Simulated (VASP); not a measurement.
# Nb (Im-3m) in VASP: notebook

The runs below take Nb through single point, with PBEsol+D4, PBE, RPBE.

Everything below comes from runs of VASP 6.6.1. Logs are shortened: lines on timing, memory, paths and dates and some standing lists are left out, and cuts for length are marked.

**1. The cell of the first run**

It takes space group Im-3m (No. 229, cubic). Conventional cell: a = 3.266 Å, b = 3.266 Å, c = 3.266 Å, α = 90.00°, β = 90.00°, γ = 90.00°. Within 3.7 Å of Nb (site symmetry m-3m) lie 14 Nb at 2.83 to 3.27 Å.

**2. Single point, PBEsol+D4**

Input file INCAR:

```
SYSTEM = Nb
ALGO = Normal
EDIFF = 1E-6
ENCUT = 500
GGA = PS
GGA_COMPAT = .False.
ISIF = 2
ISMEAR = -1
IVDW = 13
LASPH = .True.
LCHARG = .False.
LREAL = .False.
LWAVE = .False.
NBANDS = 12
NELM = 120
PREC = Accurate
SIGMA = 0.05
```

Input file KPOINTS:

```
k-points
0
Gamma
  11 11 11
  0 0 0
```

Input file POSCAR:

```
Nb
1.0
   -1.6332056775      1.6332056775      1.6332056775
    1.6332056775     -1.6332056775      1.6332056775
    1.6332056775      1.6332056775     -1.6332056775
Nb
1
Direct
    0.0000000000      0.0000000000      0.0000000000
```

Potentials or basis: VASP PAW PBE potentials, release 64 (Nb_sv).

Run with:

```console
$ cat potpaw_PBE.64/Nb_sv/POTCAR > POTCAR
$ mpirun -np 1 vasp_std > vasp.out
```

OUTCAR:

```text
SYSTEM = Nb
   EDIFF = 1E-6
   ENCUT = 500
   GGA = PS
   ISIF = 2
   ISMEAR = -1
   IVDW = 13
   LASPH = .True.
   LREAL = .False.
   NELM = 120
   PREC = Accurate

 ion  position               nearest neighbor table
   1  0.000  0.000  0.000-

  LATTYP: Found a body centered cubic cell.
 ALAT       =     3.2664113550

  Lattice vectors:

 A1 = (  -1.6332056775,   1.6332056775,   1.6332056775)
 A2 = (   1.6332056775,  -1.6332056775,   1.6332056775)
 A3 = (   1.6332056775,   1.6332056775,  -1.6332056775)

Analysis of symmetry for initial positions (statically):
=====================================================================
 Subroutine PRICEL returns:
 Original cell was already a primitive cell.

 Routine SETGRP: Setting up the symmetry group for a
 body centered cubic supercell.

 Subroutine GETGRP returns: Found 48 space group operations
 (whereof 48 operations were pure point group operations)
 out of a pool of 48 trial point group operations.

The static configuration has the point symmetry O_h .

Analysis of symmetry for dynamics (positions and initial velocities):
=====================================================================
 Subroutine PRICEL returns:
 Original cell was already a primitive cell.

 Routine SETGRP: Setting up the symmetry group for a
 body centered cubic supercell.

 Subroutine GETGRP returns: Found 48 space group operations
 (whereof 48 operations were pure point group operations)
 out of a pool of 48 trial point group operations.

The dynamic configuration has the point symmetry O_h .

 Subroutine INISYM returns: Found 48 space group operations
 (whereof 48 operations are pure point group operations),
 and found     1 'primitive' translations

----------------------------------------------------------------------------------------

                                     Primitive cell

  volume of cell :      17.4254

  direct lattice vectors                    reciprocal lattice vectors
    -1.633205677  1.633205677  1.633205677     0.000000000  0.306146376  0.306146376
     1.633205677 -1.633205677  1.633205677     0.306146376  0.000000000  0.306146376
     1.633205677  1.633205677 -1.633205677     0.306146376  0.306146376  0.000000000

  length of vectors
     2.828795213  2.828795213  2.828795213     0.432956358  0.432956358  0.432956358

  position of ions in fractional coordinates (direct lattice)
     0.000000000  0.000000000  0.000000000

  ion indices of the primitive-cell ions
   primitive index   ion index
                 1           1

----------------------------------------------------------------------------------------

 KPOINTS: k-points

Automatic generation of k-mesh.
 Grid dimensions read from file:
 generate k-points for:   11   11   11

 Generating k-lattice:

  Cartesian coordinates                     Fractional coordinates (reciprocal lattice)
     0.000000000  0.027831489  0.027831489     0.090909091  0.000000000  0.000000000
     0.027831489  0.000000000  0.027831489     0.000000000  0.090909091  0.000000000
     0.027831489  0.027831489  0.000000000     0.000000000  0.000000000  0.090909091

  Length of vectors
     0.039359669  0.039359669  0.039359669

  Shift w.r.t. Gamma in fractional coordinates (k-lattice)
     0.000000000  0.000000000  0.000000000

 Subroutine IBZKPT returns following result:
 ===========================================

 Found     56 irreducible k-points:

 Following reciprocal coordinates:
            Coordinates               Weight
  0.000000  0.000000  0.000000      1.000000
  0.090909  0.000000  0.000000     12.000000
  0.181818  0.000000  0.000000     12.000000
  0.272727  0.000000  0.000000     12.000000
  0.363636  0.000000  0.000000     12.000000
  0.454545  0.000000  0.000000     12.000000
[... 16 lines left out ...]
  0.272727  0.181818  0.090909     48.000000
  0.363636  0.181818  0.090909     24.000000
 [... further k-points ...]
   k-points           NKPTS =     56   k-points in BZ     NKDIM =     56   number of bands    NBANDS=     12
   number of dos      NEDOS =    301   number of ions     NIONS =      1
   total plane-waves  NPLWV =  13824
   dimension x,y,z NGX =    24 NGY =   24 NGZ =   24
   dimension x,y,z NGXF=    48 NGYF=   48 NGZF=   48
   ions per type =               1
   NGX,Y,Z   is equivalent  to a cutoff of  14.10, 14.10, 14.10 a.u.
   NGXF,Y,Z  is equivalent  to a cutoff of  28.21, 28.21, 28.21 a.u.
 SYSTEM =  Nb
   PREC   = accura    normal or accurate (medium, high low for compatibility)
   ISTART =      0    job   : 0-new  1-cont  2-samecut
   ICHARG =      2    charge: 1-file 2-atom 10-const
   ISPIN  =      1    spin polarized calculation?
   LNONCOLLINEAR =      F non collinear calculations
   LSORBIT =      F    spin-orbit coupling
   LASPH  =      T    aspherical Exc in radial PAW
   ENCUT  =  500.0 eV  36.75 Ry    6.06 a.u.   5.16  5.16  5.16*2*pi/ulx,y,z
   NELM   =    120;   NELMIN=  2; NELMDL= -5     # of ELM steps
   EDIFF  = 0.1E-05   stopping-criterion for ELM
   LREAL  =      F    real-space projection
   EDIFFG = 0.1E-04   stopping-criterion for IOM
   NSW    =      0    number of steps for IOM
   IBRION =     -1    ionic relax: 0-MD 1-quasi-New 2-CG
   NFREE  =      0    steps in history (QN), initial steepest desc. (CG)
   ISIF   =      2    stress and relaxation
   ISYM   =      2    0-nonsym 1-usesym 2-fastsym
   POTIM  = 0.5000    time-step for ionic-motion
   TEBEG  =    0.0;   TEEND  =   0.0 temperature during run
   PSTRESS=    0.0 pullay stress
   NELECT =      13.0000    total number of electrons
   NUPDOWN=      -1.0000    fix difference up-down
   EMIN   =  10.00;   EMAX   =-10.00  energy-range for DOS
   EFERMI =   0.00;   METHOD = LEGACY
   ISMEAR =    -1;   SIGMA  =   0.05  broadening in eV -4-tet -1-fermi 0-gaus
   EFERMI_NEDOS =   21; number of points for ismear=-14 and -15
   IALGO  =     38    algorithm
   IMIX   =      4    mixing-type and parameters
     AMIX     =   0.40;   BMIX     =  1.00
     AMIX_MAG =   1.60;   BMIX_MAG =  1.00
  volume/ion in A,a.u.               =      17.43       117.59
  Fermi-wavevector in a.u.,A,eV,Ry     =   1.484779  2.805825 29.994967  2.204568
  Thomas-Fermi vector in A             =   2.598273
   LORBIT       =      0    0 simple, 1 ext, 2 COOP (PROOUT), +10 PAW based schemes
   GGA     = PS    functional components
   LHFCALC =     F    Hartree Fock is set to
   AEXX    =    0.0000 exact exchange contribution
   IVDW    =    13    specifies the selected vdW correction
   LEPSILON=     F    determine dielectric tensor
   LRPA    =     F    only Hartree local field effects (RPA)
 non-spin polarized calculation
  energy-cutoff  :      500.00
  volume of cell :       17.43
 maximum number of plane-waves:       451
 NGX is ok and might be reduce to    24
   NGX = 11   NGY = 11   NGZ = 11

 number of electron      13.0000001 magnetization

 Free energy of the ion-electron system (eV)
  ---------------------------------------------------
  ext. energy  EPLUGINS =         0.00000000
  ---------------------------------------------------
  free energy    TOTEN  =       -10.94770261 eV

  energy without entropy =      -10.93209753  energy(sigma->0) =      -10.93990007

 E-fermi :  11.4649     XC(G=0): -12.8029

 val. band max:       11.4543581748   @ k =   0.2727   0.0000   0.0000
 cond. band min:      11.4786531331   @ k =   0.0909   0.0909   0.0000
 fundamental gap:      0.0242949583
 Fermi energy:        11.4648779916

 k-point     1 :       0.0000    0.0000    0.0000
  band No.  band energies     occupation
      1     -42.7254      2.00000
      2     -17.9649      2.00000
      3     -17.9649      2.00000
      4     -17.9649      2.00000
      5       5.4794      2.00000
      6      11.8630      0.00070
      7      11.8630      0.00070
      8      11.8630      0.00070
      9      14.8840      0.00000
     10      14.8840      0.00000
     11      25.8128      0.00000
     12      25.8128      0.00000

 k-point     2 :       0.0909    0.0000    0.0000
  band No.  band energies     occupation
      1     -42.7035      2.00000
      2     -18.0952      2.00000
      3     -18.0042      2.00000
      4     -17.9661      2.00000
      5       5.8303      2.00000
      6      11.6466      0.05146
      7      11.8022      0.00235
      8      12.2039      0.00000
      9      14.5737      0.00000
     10      14.8855      0.00000
     11      26.0957      0.00000
     12      26.4221      0.00000

 k-point     3 :       0.1818    0.0000    0.0000
  band No.  band energies     occupation
      1     -42.6443      2.00000
      2     -18.4350      2.00000
      3     -18.1081      2.00000
      4     -17.9694      2.00000
      5       6.7355      2.00000
      6      11.1208      1.99795
      7      11.5312      0.41943
      8      13.1924      0.00000
      9      14.2495      0.00000
     10      14.9328      0.00000
     11      26.4744      0.00000
     12      28.0123      0.00000
[... 286 lines left out ...]
 k-point    23 :       0.2727    0.1818    0.0909
  band No.  band energies     occupation
      1     -42.4434      2.00000
      2     -19.2121      2.00000
      3     -18.5552      2.00000
      4     -18.2093      2.00000
      5       9.1191      2.00000
      6       9.9185      2.00000
      7      11.3125      1.90934
      8      15.1813      0.00000
      9      15.6754      0.00000
     10      20.0340      0.00000
     11      23.4264      0.00000
     12      25.0982      0.00000

 k-point    24 :       0.3636    0.1818    0.0909
  band No.  band energies     occupation
      1     -42.4272      2.00000
      2     -19.2190      2.00000
      3     -18.6543      2.00000
      4     -18.2203      2.00000
      5       9.0176      2.00000
      6       9.8630      2.00000
      7      11.9015      0.00032
      8      15.3153      0.00000
      9      15.7466      0.00000
     10      20.9403      0.00000
     11      22.3458      0.00000
     12      24.5056      0.00000

 [... further k-points ...]

------------------------ aborting loop because EDIFF is reached ----------------------------------------

  DFT-D4 for vdW energy calculation

  Edisp (eV):   -0.20140

  FORCE on cell =-STRESS in cart. coord.  units (eV):
  Direction    XX          YY          ZZ          XY          YZ          ZX
  --------------------------------------------------------------------------------------
  -------------------------------------------------------------------------------------
  Total      -0.04087    -0.04087    -0.04087     0.00000     0.00000    -0.00000
  in kB      -3.75794    -3.75794    -3.75794     0.00000     0.00000    -0.00000
  external pressure =       -3.76 kB  Pullay stress =        0.00 kB

 VOLUME and BASIS-vectors are now :
 -----------------------------------------------------------------------------
  energy-cutoff  :      500.00
  volume of cell :       17.43
      direct lattice vectors                 reciprocal lattice vectors
    -1.633205677  1.633205677  1.633205677     0.000000000  0.306146376  0.306146376
     1.633205677 -1.633205677  1.633205677     0.306146376  0.000000000  0.306146376
     1.633205677  1.633205677 -1.633205677     0.306146376  0.306146376  0.000000000

 POSITION                                       TOTAL-FORCE (eV/Angst)
 -----------------------------------------------------------------------------------
      0.00000      0.00000      0.00000         0.000000      0.000000      0.000000
 -----------------------------------------------------------------------------------
    total drift:                                0.000000      0.000000      0.000000

  FREE ENERGIE OF THE ION-ELECTRON SYSTEM (eV)
  ---------------------------------------------------
  free  energy   TOTEN  =       -11.1491012856 eV

  energy  without entropy=      -11.1334961990  energy(sigma->0) =      -11.14129874
```

Wall time 5.2 s (1 thread of Intel Xeon 6975P-C (Granite Rapids), shared host); peak memory 0.14 GiB.

What came out:

- Free energy: -11.1491 eV
- Pressure: -0.4 GPa
- Dispersion energy per atom: -0.201 eV

Levels at points of the mesh, in eV from the Fermi level:
```tsv
k point	band 3	band 4	band 5	band 6	band 7	band 8	band 9	band 10
(0.00, 0.00, 0.00)	-29.43	-29.43	-5.99	0.40	0.40	0.40	3.42	3.42
```

Caveat: the PAW data sets were made with another functional, which shifts forces and pressure a little; pairwise dispersion overbinds metals, which lowers pressure and volume.

**3. Single point, PBE**

This run uses another cell than the first one, of 18.43 Å³/atom, 1.058 times its volume.

Input file INCAR:

```
SYSTEM = Nb
ALGO = Normal ; EDIFF = 1E-6
ENCUT = 500 ; GGA = PE
GGA_COMPAT = .FALSE. ; ISIF = 2
ISMEAR = 0 ; LASPH = .TRUE.
LCHARG = .TRUE. ; LELF = .TRUE.
LREAL = .FALSE. ; LVHAR = .TRUE.
LWAVE = .FALSE. ; NBANDS = 12
NELM = 120 ; PREC = Accurate
SIGMA = 0.013000000000000001
```

Input file KPOINTS:

```
k-points
0
G
  11 11 11
  0 0 0
```

Input file POSCAR:

```
Nb
1.0
   -1.6639500000      1.6639500000      1.6639500000
    1.6639500000     -1.6639500000      1.6639500000
    1.6639500000      1.6639500000     -1.6639500000
Nb
1
Direct
    0.0000000000      0.0000000000      0.0000000000
```

Potentials or basis: VASP PAW PBE potentials, release 64 (Nb_sv).

Run with:

```console
$ cat potpaw_PBE.64/Nb_sv/POTCAR > POTCAR
$ mpirun -np 1 vasp_std > vasp.out
```

Run time: 4.8 s. Hardware: 1 thread of Intel Xeon 6975P-C (Granite Rapids), shared host; peak memory 0.14 GiB.

The run converged. Its results:

- Free energy: -10.2059 eV
- Pressure: -2.1 GPa

Levels at points of the mesh, in eV from the Fermi level:
```tsv
k point	band 4	band 5	band 6	band 7	band 8	band 9
(0.00, 0.00, 0.00)	-29.69	-5.83	0.43	0.43	0.43	3.27
```

**4. Single point, PBE**

This run uses another cell than the first one, of 18.43 Å³/atom, 1.058 times its volume.

Input file INCAR:

```
SYSTEM = Nb
PREC     = Accurate       ! precision mode
ENCUT    = 500            ! plane-wave cutoff, eV
EDIFF    = 1E-6           ! SCF threshold, eV
ISMEAR   = 0              ! smearing method
SIGMA    = 0.02           ! smearing width, eV
LREAL    = .FALSE.        ! projectors in reciprocal space
LASPH    = .TRUE.         ! aspherical terms in the spheres
NELM     = 120            ! most SCF steps
ALGO     = Normal         ! electronic algorithm
ISIF     = 2              ! what is computed and relaxed
LWAVE    = .FALSE.        ! write WAVECAR
LCHARG   = .FALSE.        ! write CHGCAR
GGA      = PE             ! functional
NBANDS   = 12             ! bands
GGA_COMPAT= .FALSE.
```

Input file KPOINTS:

```
regular mesh
0
G
  11 11 11
  0 0 0
```

POSCAR is that of step 3.

Run with:

```console
$ cat potpaw_PBE.64/Nb_sv/POTCAR > POTCAR
$ mpirun -np 1 vasp_std > vasp.out
```

Run time: 5 s. Hardware: 1 thread of Intel Xeon 6975P-C (Granite Rapids), shared host; peak memory 0.14 GiB.

Results (log left out):

```
Free energy : -10.2061 eV
Pressure    : -2.1 GPa
```

Levels at points of the mesh, in eV from the Fermi level:
```
           k point  band 3  band 4  band 5  band 6  band 7  band 8  band 9  band 10
(0.00, 0.00, 0.00)  -29.69  -29.69   -5.83    0.43    0.43    0.43    3.27     3.27
```

**5. Single point, RPBE**

This run uses another cell than the first one, of 18.52 Å³/atom, 1.063 times its volume.

Input file INCAR:

```
PREC = Accurate ; ENCUT = 500
EDIFF = 1E-6 ; ISMEAR = -1
SIGMA = 0.05 ; LREAL = False
LASPH = True ; NELM = 120
ALGO = Normal ; ISIF = 2
LWAVE = False ; LCHARG = False
GGA = RP ; NBANDS = 12
GGA_COMPAT = False
```

Input file KPOINTS:

```
Automatic mesh
0
Gamma
  11 11 11
```

Input file POSCAR:

```
Nb
1.0
   -1.6667264643      1.6667264643      1.6667264643
    1.6667264643     -1.6667264643      1.6667264643
    1.6667264643      1.6667264643     -1.6667264643
Nb
1
Direct
    0.0000000000      0.0000000000      0.0000000000
```

Run with:

```console
$ cat potpaw_PBE.64/Nb_sv/POTCAR > POTCAR
$ mpirun -np 1 vasp_std > vasp.out
```

It took 5.1 s on 1 thread of Intel Xeon 6975P-C (Granite Rapids), shared host; peak memory 0.14 GiB.

It converged, with:

```yaml
Free_energy: -9.7001 eV
Pressure: -0.4 GPa
```

Levels at points of the mesh, in eV from the Fermi level:
| k point | band 4 | band 5 | band 6 | band 7 | band 8 | band 9 |
| --- | --- | --- | --- | --- | --- | --- |
| (0.00, 0.00, 0.00) | -29.76 | -5.85 | 0.41 | 0.41 | 0.41 | 3.23 |

Caveat: the PAW data sets were made with another functional, which shifts forces and pressure a little.

**6. Summary**

```csv
level,cell,smearing,gap on the mesh (eV),pressure (GPa)
PBEsol+D4,"a = 2.829 Å, angles 109.5°, 1 atom",fermi-dirac 0.05 eV,none,-0.4
PBE,"a = 2.882 Å, angles 109.5°, 1 atom",gaussian 0.013 eV,none,-2.1
PBE,"a = 2.882 Å, angles 109.5°, 1 atom",gaussian 0.02 eV,none,-2.1
RPBE,"a = 2.887 Å, angles 109.5°, 1 atom",fermi-dirac 0.05 eV,none,-0.4
```

Alike in all rows: task single point; potentials or basis VASP PAW PBE potentials, release 64 (Nb_sv); no spin polarisation; k mesh 11 × 11 × 11; cutoff (eV) 500.

Caveats: the PAW data sets were made with another functional, which shifts forces and pressure a little (some runs); pairwise dispersion overbinds metals, which lowers pressure and volume (some runs).

Total energies depend on the potentials used, so only differences within one code and one set of settings carry meaning.
